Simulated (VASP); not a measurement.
# SiC (P6_3mc) in VASP: settings compared, part 2 of 2

VASP 6.6.1. Earlier steps stand in the parts before.

### Step 5. Single point, r2SCAN (10.95 Å³/atom)

This run uses another cell than the first one, of 10.95 Å³/atom.

Contents of POSCAR:

```
SiC
1.0
    3.1379145750      0.0000000001      0.0000000000
   -1.5689572876      2.7175137368      0.0000000000
    0.0000000000      0.0000000000     10.2743557621
Si C
4 4
Direct
    0.0000000000      0.0000000000     -0.0001405664
    0.3333333333      0.6666666667      0.2499083814
    0.0000000000      0.0000000000      0.4998594336
    0.6666666667      0.3333333333      0.7499083814
    0.0000000000      0.0000000000      0.1872833956
    0.3333333333      0.6666666667      0.4379487895
    0.0000000000      0.0000000000      0.6872833956
    0.6666666667      0.3333333333      0.9379487895
```

Contents of INCAR.step1:

```
PREC = Accurate
ENCUT = 520
ISMEAR = 0
SIGMA = 0.01
LREAL = False
LASPH = True
NELM = 60
NBANDS = 26
GGA = PE
ALGO = Normal
EDIFF = 1E-4
LWAVE = True
LCHARG = False
```

Contents of INCAR.step2:

```
PREC = Accurate
ENCUT = 520
EDIFF = 1E-6
ISMEAR = 0
SIGMA = 0.01
LREAL = False
LASPH = True
NELM = 60
ALGO = Normal
ISIF = 2
LWAVE = False
LCHARG = False
METAGGA = R2SCAN
LMIXTAU = True
NBANDS = 26
ISTART = 1
```

Contents of KPOINTS:

```
Automatic mesh
0
Gamma
  9 9 2
```

Potentials or basis: VASP PAW PBE potentials, release 64 (Si, C).

Run with:

```bash
cat potpaw_PBE.64/Si/POTCAR potpaw_PBE.64/C/POTCAR > POTCAR
cp INCAR.step1 INCAR
mpirun -np 1 vasp_std > vasp.out
cp INCAR.step2 INCAR
mpirun -np 1 vasp_std > vasp.out
```

OUTCAR:

```text
PREC = Accurate
   ENCUT = 520
   EDIFF = 1E-6
   ISMEAR = 0
   LREAL = False
   LASPH = True
   NELM = 60
   ISIF = 2
   METAGGA = R2SCAN
   ISTART = 1

 ion  position               nearest neighbor table
   1  0.000  0.000  1.000-   8 1.92   8 1.92   8 1.92   5 1.93   4 3.14   4 3.14   4 3.14   2 3.14
                             2 3.14   2 3.14
   2  0.333  0.667  0.250-   5 1.92   5 1.92   5 1.92   6 1.93   3 3.14   3 3.14   3 3.14   1 3.14
                             1 3.14   1 3.14
   3  0.000  0.000  0.500-   6 1.92   6 1.92   6 1.92   7 1.93   2 3.14   2 3.14   2 3.14   4 3.14
[... 915 lines left out ...]
  Total       -6.5780637     -6.5780637     -6.4813449      0.0000000      0.0000000     -0.0000000
  in kB     -120.2932327   -120.2932327   -118.5245320      0.0000000      0.0000000     -0.0000000
  external PRESSURE =    -119.7036658 kB  Pullay stress =       0.0000000 kB

 VOLUME and BASIS-vectors are now :
 -----------------------------------------------------------------------------
  energy-cutoff  :      520.00
  volume of cell :       87.61
      direct lattice vectors                 reciprocal lattice vectors
     3.137914575  0.000000000  0.000000000     0.318682990  0.183991710  0.000000000
    -1.568957288  2.717513737  0.000000000    -0.000000000  0.367983420  0.000000000
     0.000000000  0.000000000 10.274355762     0.000000000  0.000000000  0.097329704

 POSITION                                       TOTAL-FORCE (eV/Angst)
 -----------------------------------------------------------------------------------
      0.00000      0.00000     10.27291        -0.000000      0.000000      0.009859
     -0.00000      1.81168      2.56765         0.000000      0.000000     -0.019652
      0.00000      0.00000      5.13573         0.000000     -0.000000      0.009859
      1.56896      0.90584      7.70483        -0.000000      0.000000     -0.019652
      0.00000      0.00000      1.92422        -0.000000      0.000000      0.000108
     -0.00000      1.81168      4.49964         0.000000      0.000000      0.009685
      0.00000      0.00000      7.06139         0.000000     -0.000000      0.000108
      1.56896      0.90584      9.63682        -0.000000     -0.000000      0.009685
 -----------------------------------------------------------------------------------
    total drift:                                0.000000      0.000000      0.000473

  FREE ENERGIE OF THE ION-ELECTRON SYSTEM (eV)
  ---------------------------------------------------
  free  energy   TOTEN  =       -77.1115214593 eV

  energy  without entropy=      -77.1115214593  energy(sigma->0) =      -77.11152146
```

Wall time 3.9 min (1 thread of Intel Xeon 8259CL, shared host); peak memory 0.22 GiB.

What came out:

| Item | Value |
| --- | --- |
| Free energy | -77.1115 eV |
| Pressure | -12.0 GPa |
| Largest force | 0.020 eV/Å |
| Band gap on the k mesh | 2.68 eV (least direct gap 3.81 eV) |

Forces in eV/Å, atoms in the order of the input:
```
Si   0.000  0.000  0.010
Si   0.000  0.000 -0.020
Si   0.000  0.000  0.010
Si   0.000  0.000 -0.020
C    0.000  0.000  0.000
C    0.000  0.000  0.010
C    0.000  0.000  0.000
C    0.000  0.000  0.010
```

Levels at points of the mesh, in eV from the valence-band top:
```csv
k point,band 12,band 13,band 14,band 15,band 16,band 17,band 18,band 19,band 20,band 21
"(0.00, 0.00, 0.00)",-0.61,-0.61,-0.05,0.00,0.00,5.13,5.72,6.18,6.35,7.12
"(0.00, 0.00, 0.50)",-1.08,-0.21,-0.21,-0.21,-0.21,5.34,5.34,6.75,6.75,7.25
```

Caveat: the cell stands under tension; the PAW data sets were made with another functional, which shifts forces and pressure a little. A k mesh can miss the band edges.

### Step 6. Single point, PBE

This run uses another cell than the first one, of 10.33 Å³/atom.

Contents of INCAR:

```
SYSTEM = SiC
ALGO = Normal
EDIFF = 1E-6
ENCUT = 520
GGA = PE
ISIF = 2
ISMEAR = 0
LASPH = .True.
LCHARG = .False.
LREAL = .False.
LWAVE = .False.
NBANDS = 26
NELM = 60
PREC = Accurate
SIGMA = 0.01
```

Contents of KPOINTS:

```
k-points
0
Gamma
  12 12 4
  0 0 0
```

Edit POSCAR of step 5 so:

```diff
@@ -2,5 +2,5 @@
 1.0
-    3.1379145750      0.0000000001      0.0000000000
-   -1.5689572876      2.7175137368      0.0000000000
-    0.0000000000      0.0000000000     10.2743557621
+    3.0775550346      0.0000000001      0.0000000000
+   -1.5387775174      2.6652408415      0.0000000000
+    0.0000000000      0.0000000000     10.0767227875
 Si C
```

Potentials or basis: VASP PAW PBE potentials, release 64 (Si, C).

Run with:

```bash
cat potpaw_PBE.64/Si/POTCAR potpaw_PBE.64/C/POTCAR > POTCAR
mpirun -np 1 vasp_std > vasp.out
```

Wall time 2.3 min (1 thread of Intel Xeon 8259CL, shared host); peak memory 0.25 GiB.

The run converged. Its results:

| Item | Value |
| --- | --- |
| Free energy | -60.2347 eV |
| Pressure | 3.5 GPa |
| Largest force | 0.006 eV/Å |
| Band gap on the k mesh | 2.23 eV (least direct gap 3.35 eV) |

Forces in eV/Å, atoms in the order of the input:
```
Si   0.000  0.000 -0.003
Si   0.000  0.000  0.004
Si   0.000  0.000 -0.003
Si   0.000  0.000  0.004
C    0.000  0.000  0.004
C    0.000  0.000 -0.006
C    0.000  0.000  0.004
C    0.000  0.000 -0.006
```

Stress tensor (GPa, compression positive):
```
3.49 0.00 0.00
0.00 3.49 0.00
0.00 0.00 3.37
```

Levels at points of the mesh, in eV from the valence-band top:
```
           k point  band 14  band 15  band 16  band 17  band 18  band 19
(0.00, 0.00, 0.00)    -0.05     0.00     0.00     5.10     5.68     6.30
(0.50, 0.00, 0.00)    -2.22    -1.58    -1.12     2.22     2.35     4.23
(0.00, 0.00, 0.50)    -0.21    -0.21    -0.21     5.31     5.31     6.77
(0.50, 0.00, 0.50)    -2.50    -1.55    -1.55     2.64     2.64     4.21
```

Caveat: the cell stands under pressure. A k mesh can miss the band edges.

### Step 7. Single point, r2SCAN

This run uses another cell than the first one, of 10.33 Å³/atom.

POSCAR is that of step 6.

Contents of INCAR.step1:

```
PREC = Accurate ; ENCUT = 520
ISMEAR = 0 ; SIGMA = 0.01
LREAL = F ; LASPH = T
NELM = 80 ; NBANDS = 26
GGA = PE ; ALGO = Normal
EDIFF = 1E-4 ; LWAVE = T
LCHARG = F
```

Contents of INCAR.step2:

```
PREC = Accurate ; ENCUT = 520
EDIFF = 1E-6 ; ISMEAR = 0
SIGMA = 0.01 ; LREAL = F
LASPH = T ; NELM = 80
ALGO = Normal ; ISIF = 2
LWAVE = F ; LCHARG = T
METAGGA = R2SCAN ; LMIXTAU = T
LELF = T ; LVHAR = T
NBANDS = 26 ; ISTART = 1
```

Contents of KPOINTS:

```
regular mesh
0
Gamma
  12 12 4
```

Run with:

```bash
cat potpaw_PBE.64/Si/POTCAR potpaw_PBE.64/C/POTCAR > POTCAR
cp INCAR.step1 INCAR
mpirun -np 1 vasp_std > vasp.out
cp INCAR.step2 INCAR
mpirun -np 1 vasp_std > vasp.out
```

Run time: 8.5 min. Hardware: 1 thread of Intel Xeon 8259CL, shared host; peak memory 0.26 GiB.

Results (log left out):

- Free energy: -77.3080 eV
- Pressure: -0.2 GPa
- Band gap on the k mesh: 2.61 eV (least direct gap 3.79 eV)

Levels at points of the mesh, in eV from the valence-band top:
| k point | band 12 | band 13 | band 14 | band 15 | band 16 | band 17 | band 18 | band 19 | band 20 | band 21 |
| --- | --- | --- | --- | --- | --- | --- | --- | --- | --- | --- |
| (0.00, 0.00, 0.00) | -0.61 | -0.61 | -0.05 | 0.00 | 0.00 | 5.67 | 6.26 | 6.89 | 6.91 | 7.51 |
| (0.50, 0.00, 0.00) | -2.50 | -2.47 | -2.33 | -1.65 | -1.18 | 2.61 | 2.77 | 4.73 | 5.27 | 5.83 |
| (0.00, 0.00, 0.50) | -1.10 | -0.22 | -0.22 | -0.22 | -0.22 | 5.88 | 5.88 | 7.37 | 7.37 | 7.60 |
| (0.50, 0.00, 0.50) | -3.16 | -2.58 | -2.58 | -1.63 | -1.63 | 3.05 | 3.05 | 4.69 | 4.69 | 6.68 |

Caveat: the PAW data sets were made with another functional, which shifts forces and pressure a little.

### Step 8. Overview

```csv
level,cell,k mesh,gap on the mesh (eV),pressure (GPa),largest force (eV/Å)
r2SCAN,"a = 3.046, b = 3.046, c = 9.975 Å, angles 90.0, 90.0, 120.0°, 8 atoms",9 × 9 × 2,2.75,7.1,0.01
r2SCAN,"a = 3.078, b = 3.078, c = 10.077 Å, angles 90.0, 90.0, 120.0°, 8 atoms",9 × 9 × 2,2.73,-0.2,-
r2SCAN,"a = 3.108, b = 3.108, c = 10.176 Å, angles 90.0, 90.0, 120.0°, 8 atoms",9 × 9 × 2,2.71,-6.5,0.01
r2SCAN,"a = 3.138, b = 3.138, c = 10.274 Å, angles 90.0, 90.0, 120.0°, 8 atoms",9 × 9 × 2,2.68,-12.0,0.02
PBE,"a = 3.078, b = 3.078, c = 10.077 Å, angles 90.0, 90.0, 120.0°, 8 atoms",12 × 12 × 4,2.23,3.5,0.01
r2SCAN,"a = 3.078, b = 3.078, c = 10.077 Å, angles 90.0, 90.0, 120.0°, 8 atoms",12 × 12 × 4,2.61,-0.2,-
```

Alike in all rows: task single point; potentials or basis VASP PAW PBE potentials, release 64 (Si, C); no spin polarisation; cutoff (eV) 520; smearing gaussian 0.01 eV.

Caveats: the PAW data sets were made with another functional, which shifts forces and pressure a little (at least some runs); the cell stands under pressure (at least some runs); the cell stands under tension (at least some runs).

Absolute energies hang on the potentials; compare differences alone.
